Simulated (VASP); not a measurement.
# SnO (Ama2) in VASP: single point with LDA

Aim: the single point of SnO with LDA.

Program: VASP 6.6.1. These are calculated values, not measurements. Logs are shortened: lines on timing, memory, paths and dates and some standing lists are left out, and cuts for length are marked.

### 1 The cell of the first run

The structure is orthorhombic, space group Ama2 (No. 40). Conventional cell: a = 3.355 Å, b = 22.696 Å, c = 4.222 Å, α = 90.00°, β = 90.00°, γ = 90.00°. Within 2.8 Å of Sn (site symmetry m) lie 3 O at 2.15 to 2.16 Å. Within 2.8 Å of Sn (site symmetry m) lie 3 O at 2.15 to 2.16 Å. O (site symmetry m) has 3 Sn at 2.15 to 2.16 Å within 2.8 Å. Within 2.8 Å of O (site symmetry m) lie 3 Sn at 2.15 to 2.16 Å.

### 2 Single point, LDA

The input, INCAR:

```
SYSTEM = SnO
ALGO     = Normal         ! electronic algorithm
EDIFF    = 1E-7           ! SCF threshold, eV
ENCUT    = 520            ! plane-wave cutoff, eV
GGA      = CA             ! functional
ISIF     = 2              ! what is computed and relaxed
ISMEAR   = 0              ! smearing method
ISYM     = 0            
LASPH    = .True.         ! aspherical terms in the spheres
LCHARG   = .False.        ! write CHGCAR
LREAL    = .False.        ! projectors in reciprocal space
LWAVE    = .False.        ! write WAVECAR
NBANDS   = 50             ! bands
NELM     = 60             ! most SCF steps
PREC     = Accurate       ! precision mode
SIGMA    = 0.05           ! smearing width, eV
```

The input, KPOINTS:

```
k-points
0
Gamma
  6 8 3
  0 0 0
```

The input, POSCAR:

```
SnO
1.0
    0.0000000000      0.0000000000     -4.2219700000
   -3.3550050000      0.0000000000      0.0000000000
    0.0000000000     11.3482080000     -2.1109850000
Sn O
4 4
Direct
    0.0538787500      0.0000000000      0.8659545000
    0.3038787500      0.0000000000      0.3659545000
    0.9198332500      0.5000000000      0.1340455000
    0.6698332500      0.5000000000      0.6340455000
    0.1653305000      0.0000000000      0.1956250000
   -0.0846695000      0.0000000000      0.6956250000
    0.3609555000      0.5000000000      0.8043750000
    0.6109555000      0.5000000000      0.3043750000
```

Potentials or basis: VASP PAW LDA potentials, release 64 (Sn_d, O).

On the command line:

```bash
$ cat potpaw_LDA.64/Sn_d/POTCAR potpaw_LDA.64/O/POTCAR > POTCAR
$ mpirun -np 1 vasp_std > vasp.out
```

OUTCAR:

```text
SYSTEM = SnO
   EDIFF = 1E-7
   ENCUT = 520
   GGA = CA
   ISIF = 2
   ISMEAR = 0
   ISYM = 0
   LASPH = .True.
   LREAL = .False.
   NELM = 60
   PREC = Accurate

 ion  position               nearest neighbor table
   1  0.054  0.000  0.866-   6 2.15   7 2.16   7 2.16   3 3.47   3 3.47
   2  0.304  0.000  0.366-   5 2.15   8 2.16   8 2.16
   3  0.920  0.500  0.134-   8 2.15   5 2.16   5 2.16   1 3.47   1 3.47
   4  0.670  0.500  0.634-   7 2.15   6 2.16   6 2.16
   5  0.165  0.000  0.196-   2 2.15   3 2.16   3 2.16
   6  0.915  0.000  0.696-   1 2.15   4 2.16   4 2.16
   7  0.361  0.500  0.804-   4 2.15   1 2.16   1 2.16
   8  0.611  0.500  0.304-   3 2.15   2 2.16   2 2.16

IMPORTANT INFORMATION: All symmetrisations will be switched off!
NOSYMM: (Re-)initialisation of all symmetry stuff for point group C_1.

----------------------------------------------------------------------------------------

                                     Primitive cell

  volume of cell :     160.7443

  direct lattice vectors                    reciprocal lattice vectors
     0.000000000  0.000000000 -4.221970000     0.000000000 -0.044059820 -0.236856254
    -3.355005000  0.000000000  0.000000000    -0.298062149  0.000000000  0.000000000
     0.000000000 11.348208000 -2.110985000     0.000000000  0.088119640  0.000000000

  length of vectors
     4.221970000  3.355005000 11.542880164     0.240919391  0.298062149  0.088119640

  position of ions in fractional coordinates (direct lattice)
     0.053878750  0.000000000  0.865954500
     0.303878750  0.000000000  0.365954500
     0.919833250  0.500000000  0.134045500
     0.669833250  0.500000000  0.634045500
     0.165330500  0.000000000  0.195625000
     0.915330500  0.000000000  0.695625000
     0.360955500  0.500000000  0.804375000
     0.610955500  0.500000000  0.304375000

  ion indices of the primitive-cell ions
   primitive index   ion index
                 1           1
                 2           2
                 3           3
                 4           4
                 5           5
                 6           6
                 7           7
                 8           8

----------------------------------------------------------------------------------------

 KPOINTS: k-points

Automatic generation of k-mesh.
 Grid dimensions read from file:
 generate k-points for:    6    8    3

 Generating k-lattice:

  Cartesian coordinates                     Fractional coordinates (reciprocal lattice)
     0.000000000 -0.007343303 -0.039476042     0.166666667  0.000000000  0.000000000
    -0.037257769  0.000000000  0.000000000     0.000000000  0.125000000  0.000000000
     0.000000000  0.029373213  0.000000000     0.000000000  0.000000000  0.333333333

  Length of vectors
     0.040153232  0.037257769  0.029373213

  Shift w.r.t. Gamma in fractional coordinates (k-lattice)
     0.000000000  0.000000000  0.000000000

 -----------------------------------------------------------------------------
|                                                                             |
|           W    W    AA    RRRRR   N    N  II  N    N   GGGG   !!!           |
|           W    W   A  A   R    R  NN   N  II  NN   N  G    G  !!!           |
|           W    W  A    A  R    R  N N  N  II  N N  N  G       !!!           |
|           W WW W  AAAAAA  RRRRR   N  N N  II  N  N N  G  GGG   !            |
|           WW  WW  A    A  R   R   N   NN  II  N   NN  G    G                |
|           W    W  A    A  R    R  N    N  II  N    N   GGGG   !!!           |
|                                                                             |
|     Your reciprocal lattice and k-lattice belong to different lattice       |
|     classes:                                                                |
|                                                                             |
|        The reciprocal lattice is base centered orthorhombic,                |
|        whereas your k-lattice is simple monoclinic.                         |
|                                                                             |
|     Results are often still useful ...                                      |
|                                                                             |
 -----------------------------------------------------------------------------

 WARNING: IBZKPT: internal override: KBLOWUP is changed to .FALSE.
      ... skipping the blow-up phase ...

 Subroutine IBZKPT returns following result:
 ===========================================

 Found     74 irreducible k-points:

 Following reciprocal coordinates:
            Coordinates               Weight
  0.000000  0.000000  0.000000      1.000000
  0.166667  0.000000 -0.000000      2.000000
  0.333333  0.000000  0.000000      2.000000
  0.500000  0.000000  0.000000      1.000000
  0.000000  0.125000  0.000000      2.000000
  0.166667  0.125000 -0.000000      2.000000
[... 16 lines left out ...]
  0.000000  0.500000  0.000000      1.000000
  0.166667  0.500000 -0.000000      2.000000
 [... further k-points ...]
   k-points           NKPTS =     74   k-points in BZ     NKDIM =     74   number of bands    NBANDS=     50
   number of dos      NEDOS =    301   number of ions     NIONS =      8
   total plane-waves  NPLWV =  80640
   dimension x,y,z NGX =    32 NGY =   28 NGZ =   90
   dimension x,y,z NGXF=    64 NGYF=   56 NGZF=  180
   ions per type =               4   4
   NGX,Y,Z   is equivalent  to a cutoff of  12.60, 13.87, 12.96 a.u.
   NGXF,Y,Z  is equivalent  to a cutoff of  25.20, 27.75, 25.92 a.u.
 SYSTEM =  SnO
   PREC   = accura    normal or accurate (medium, high low for compatibility)
   ISTART =      0    job   : 0-new  1-cont  2-samecut
   ICHARG =      2    charge: 1-file 2-atom 10-const
   ISPIN  =      1    spin polarized calculation?
   LNONCOLLINEAR =      F non collinear calculations
   LSORBIT =      F    spin-orbit coupling
   LASPH  =      T    aspherical Exc in radial PAW
   ENCUT  =  520.0 eV  38.22 Ry    6.18 a.u.   7.85  6.24 21.46*2*pi/ulx,y,z
   NELM   =     60;   NELMIN=  2; NELMDL= -5     # of ELM steps
   EDIFF  = 0.1E-06   stopping-criterion for ELM
   LREAL  =      F    real-space projection
   EDIFFG = 0.1E-05   stopping-criterion for IOM
   NSW    =      0    number of steps for IOM
   IBRION =     -1    ionic relax: 0-MD 1-quasi-New 2-CG
   NFREE  =      0    steps in history (QN), initial steepest desc. (CG)
   ISIF   =      2    stress and relaxation
   ISYM   =      0    0-nonsym 1-usesym 2-fastsym
   POTIM  = 0.5000    time-step for ionic-motion
   TEBEG  =    0.0;   TEEND  =   0.0 temperature during run
   PSTRESS=    0.0 pullay stress
   NELECT =      80.0000    total number of electrons
   NUPDOWN=      -1.0000    fix difference up-down
   EMIN   =  10.00;   EMAX   =-10.00  energy-range for DOS
   EFERMI =   0.00;   METHOD = LEGACY
   ISMEAR =     0;   SIGMA  =   0.05  broadening in eV -4-tet -1-fermi 0-gaus
   EFERMI_NEDOS =   21; number of points for ismear=-14 and -15
   IALGO  =     38    algorithm
   IMIX   =      4    mixing-type and parameters
     AMIX     =   0.40;   BMIX     =  1.00
     AMIX_MAG =   1.60;   BMIX_MAG =  1.00
  volume/ion in A,a.u.               =      20.09       135.59
  Fermi-wavevector in a.u.,A,eV,Ry     =   1.297357  2.451650 22.900458  1.683136
  Thomas-Fermi vector in A             =   2.428755
   LORBIT       =      0    0 simple, 1 ext, 2 COOP (PROOUT), +10 PAW based schemes
   GGA     = CA    functional components
   LHFCALC =     F    Hartree Fock is set to
   AEXX    =    0.0000 exact exchange contribution
   IVDW    =     0    specifies the selected vdW correction
   LEPSILON=     F    determine dielectric tensor
   LRPA    =     F    only Hartree local field effects (RPA)
 non-spin polarized calculation
 Gauss-broadening in eV      SIGMA  =   0.05
  energy-cutoff  :      520.00
  volume of cell :      160.74
 maximum number of plane-waves:      4351
   NGX = 15   NGY = 13   NGZ = 43

 number of electron      80.0000028 magnetization

 Free energy of the ion-electron system (eV)
  ---------------------------------------------------
  ext. energy  EPLUGINS =         0.00000000
  ---------------------------------------------------
  free energy    TOTEN  =       -50.15702028 eV

  energy without entropy =      -50.15702028  energy(sigma->0) =      -50.15702028

 E-fermi :   5.0276     XC(G=0):  -9.9255

 val. band max:        4.7880327893   @ k =   0.0000   0.0000   0.0000
 cond. band min:       5.7008383788   @ k =   0.5000   0.0000   0.3333
 fundamental gap:      0.9128055896
 Fermi energy:         5.0276297753

 k-point     1 :       0.0000    0.0000    0.0000
  band No.  band energies     occupation
      1     -16.5212      2.00000
      2     -16.5143      2.00000
      3     -16.2193      2.00000
      4     -16.2101      2.00000
      5     -16.1306      2.00000
      6     -16.1200      2.00000
[... 42 lines left out ...]
     49      11.1757      0.00000
     50      11.7838      0.00000

 k-point     2 :       0.1667    0.0000   -0.0000
  band No.  band energies     occupation
      1     -16.5056      2.00000
      2     -16.4997      2.00000
      3     -16.2413      2.00000
      4     -16.2332      2.00000
      5     -16.1272      2.00000
      6     -16.1152      2.00000
[... 42 lines left out ...]
     49      11.8331      0.00000
     50      12.1889      0.00000

 k-point     3 :       0.3333    0.0000    0.0000
  band No.  band energies     occupation
      1     -16.4600      2.00000
      2     -16.4560      2.00000
      3     -16.3055      2.00000
      4     -16.3008      2.00000
      5     -16.1197      2.00000
      6     -16.1044      2.00000
[... 1102 lines left out ...]
     49      11.0623      0.00000
     50      11.0623      0.00000

 k-point    24 :       0.1667    0.5000   -0.0000
  band No.  band energies     occupation
      1     -16.4878      2.00000
      2     -16.4877      2.00000
      3     -16.4756      2.00000
      4     -16.4754      2.00000
      5     -16.1080      2.00000
      6     -16.1070      2.00000
[... 42 lines left out ...]
     49      11.0579      0.00000
     50      11.0924      0.00000

 [... further k-points ...]

------------------------ aborting loop because EDIFF is reached ----------------------------------------

  FORCE on cell =-STRESS in cart. coord.  units (eV):
  Direction    XX          YY          ZZ          XY          YZ          ZX
  --------------------------------------------------------------------------------------
  -------------------------------------------------------------------------------------
  Total       -4.8292447     -3.1477221     -4.1526041      0.0000010     -0.0000115      0.0000016
  in kB      -48.1342485    -31.3741059    -41.3900083      0.0000105     -0.0001151      0.0000163
  external PRESSURE =     -40.2994542 kB  Pullay stress =       0.0000000 kB

 VOLUME and BASIS-vectors are now :
 -----------------------------------------------------------------------------
  energy-cutoff  :      520.00
  volume of cell :      160.74
      direct lattice vectors                 reciprocal lattice vectors
     0.000000000  0.000000000 -4.221970000     0.000000000 -0.044059820 -0.236856254
    -3.355005000  0.000000000  0.000000000    -0.298062149  0.000000000  0.000000000
     0.000000000 11.348208000 -2.110985000     0.000000000  0.088119640  0.000000000

 POSITION                                       TOTAL-FORCE (eV/Angst)
 -----------------------------------------------------------------------------------
      0.00000      9.82703     -2.05549        -0.000000     -1.093829     -0.113117
      0.00000      4.15293     -2.05549        -0.000000     -0.582270     -0.202531
     -1.67750      1.52118     -4.16648         0.000001      1.093836     -0.112296
     -1.67750      7.19528     -4.16648         0.000000      0.582254     -0.201743
      0.00000      2.21999     -1.11098         0.000000      0.046446      0.104251
      0.00000      7.89410     -5.33295        -0.000000      0.091607      0.210278
     -1.67750      9.12821     -3.22197        -0.000000     -0.046462      0.104560
     -1.67750      3.45411     -3.22197        -0.000001     -0.091582      0.210599
 -----------------------------------------------------------------------------------
    total drift:                               -0.000001      0.000615      0.000819

  FREE ENERGIE OF THE ION-ELECTRON SYSTEM (eV)
  ---------------------------------------------------
  free  energy   TOTEN  =       -50.1570202842 eV

  energy  without entropy=      -50.1570202842  energy(sigma->0) =      -50.15702028
```

Wall time 12 min (1 thread of Intel Xeon Platinum 8259CL at 2.50GHz (Skylake/Cascade Lake), shared host); peak memory 0.51 GiB.

Results:

```yaml
Free_energy: -50.1570 eV
Pressure: -4.0 GPa
Largest_force: 1.100 eV/Å
Band_gap_on_the_k_mesh: 0.91 eV (least direct gap 1.48 eV)
```

Forces in eV/Å, atoms in the order of the input:
```
Sn   0.000 -1.094 -0.113
Sn   0.000 -0.582 -0.203
Sn   0.000  1.094 -0.112
Sn   0.000  0.582 -0.202
O    0.000  0.046  0.104
O    0.000  0.092  0.210
O    0.000 -0.046  0.105
O    0.000 -0.092  0.211
```

Stress tensor (GPa, compression positive):
```
-4.81  0.00  0.00
 0.00 -3.14  0.00
 0.00  0.00 -4.14
```

Levels at points of the mesh, in eV from the valence-band top:
```csv
k point,band 38,band 39,band 40,band 41,band 42,band 43
"(0.00, 0.00, 0.00)",-1.82,-1.78,0.00,2.25,2.69,2.77
"(0.50, 0.00, 0.00)",-1.82,-1.81,-0.56,0.92,1.93,2.09
"(0.00, 0.50, 0.00)",-1.65,-1.22,-1.22,1.67,1.67,2.37
"(0.50, 0.50, 0.00)",-1.28,-0.99,-0.80,1.77,1.91,2.52
```

Caveat: the cell stands under tension; spin-orbit coupling is left out, which moves the levels of the heavy elements; an odd mesh through Γ misses points on the zone boundary, where band edges can lie; forces of over 1 eV/Å act on the atoms, so gaps and moduli don't describe the material at rest.
